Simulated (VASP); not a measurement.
Write the native input for VASP 6.6.1 that does the following.

| Quantity | Value |
| --- | --- |
| Task | single point |
| Functional | PBE |
| Potentials or basis | VASP PAW PBE potentials, release 64 (Al, Co, Ni) |
| Cutoff | 520 eV |
| k mesh | 4 × 4 × 4 |
| Occupations | gaussian, width 0.1 eV |
| Spin | collinear spin, ferrimagnetic start |
| Starting moments | [0.0, 0.0, 0.0, 0.0, -3.0, -3.0, 3.0, 2.0] μB |
| Dipole correction | no |
| Further INCAR settings | ALGO = Normal; EDIFF = 1e-07; NBANDS = 38 |

The structure of Al4Co3Ni lies in POSCAR:

```
Al4Co3Ni
1.0
   -2.8631109192      2.8678006172      2.8631109192
    2.8631109192     -2.8678006172      2.8631109192
    2.8631109192      2.8678006172     -2.8631109192
Al Co Ni
4 3 1
Direct
    0.5000000000      0.0000000000      0.0000000000
    0.0000000000      0.0000000000      0.5000000000
    0.5000000000      0.5000000000      0.5000000000
    0.0000000000      0.5000000000      0.0000000000
    0.0000000000      0.5000000000      0.5000000000
    0.5000000000      0.5000000000      0.0000000000
    0.5000000000      0.0000000000      0.5000000000
    0.0000000000      0.0000000000      0.0000000000
```

One way to write it, as run:

INCAR

```
SYSTEM = Al4Co3Ni
PREC = Accurate
ENCUT = 520
EDIFF = 1E-7
ISMEAR = 0
SIGMA = 0.1
LREAL = .False.
LASPH = .True.
NELM = 150
ALGO = Normal
ISIF = 2
LWAVE = .False.
LCHARG = .False.
ISPIN = 2
MAGMOM = 0 0 0 0 -3 -3 3 2
LORBIT = 11
LMAXMIX = 4
GGA = PE
NBANDS = 38
```

KPOINTS

```
Automatic mesh
0
Gamma
  4 4 4
  0 0 0
```

Potentials or basis: VASP PAW PBE potentials, release 64 (Al, Co, Ni).

Command:

```bash
$ cat potpaw_PBE.64/Al/POTCAR potpaw_PBE.64/Co/POTCAR potpaw_PBE.64/Ni/POTCAR > POTCAR
$ mpirun -np 1 vasp_std > vasp.out
```

Results of the run:

- Pressure: -0.1 GPa
- Net moment: -0.01 μB per cell
- Site moments: Al +0.00; Co -0.07, +0.14 (each value once); Ni -0.00 μB
- Valence electrons inside the program's atomic spheres: Al 0.81; Co 8.43; Ni 9.48

Caveat: the k points lie up to 0.39 Å⁻¹ apart.

Wall time 7.5 min on 1 thread of Intel Xeon 8259CL, on a shared host, peak memory 0.33 GiB.
